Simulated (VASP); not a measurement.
Here is a VASP 6.6.1 calculation.

INCAR

```
ALGO = Normal
EDIFF = 1E-6
ENCUT = 520
ISIF = 2
ISMEAR = 0
LASPH = True
LCHARG = False
LREAL = False
LWAVE = False
NBANDS = 28
NELM = 100
PREC = Accurate
SIGMA = 0.05
```

File KPOINTS:

```
k-points
0
Gamma
  4 4 4
```

Contents of POSCAR:

```
KPbO3
1.0
    4.2008426265      0.0000000000      0.0000000000
    0.0000000000      4.2008426265      0.0000000000
    0.0000000000      0.0000000000      4.2008426265
K Pb O
1 1 3
Direct
    0.0000000000      0.0000000000      0.0000000000
    0.5000000000      0.5000000000      0.5000000000
    0.5000000000      0.5000000000      0.0000000000
    0.0000000000      0.5000000000      0.5000000000
    0.5000000000      0.0000000000      0.5000000000
```

Potentials or basis: VASP PAW LDA potentials, release 64 (K_sv, Pb_d, O).

The run is started by

```bash
$ cat potpaw_LDA.64/K_sv/POTCAR potpaw_LDA.64/Pb_d/POTCAR potpaw_LDA.64/O/POTCAR > POTCAR
$ mpirun -np 1 vasp_std > vasp.out
```

What does it give for the pressure?

0.3 GPa.

Caveat: the k points lie up to 0.37 Å⁻¹ apart; an odd number of electrons without spin polarisation forces a metal; a magnetic or distorted state may lie lower.
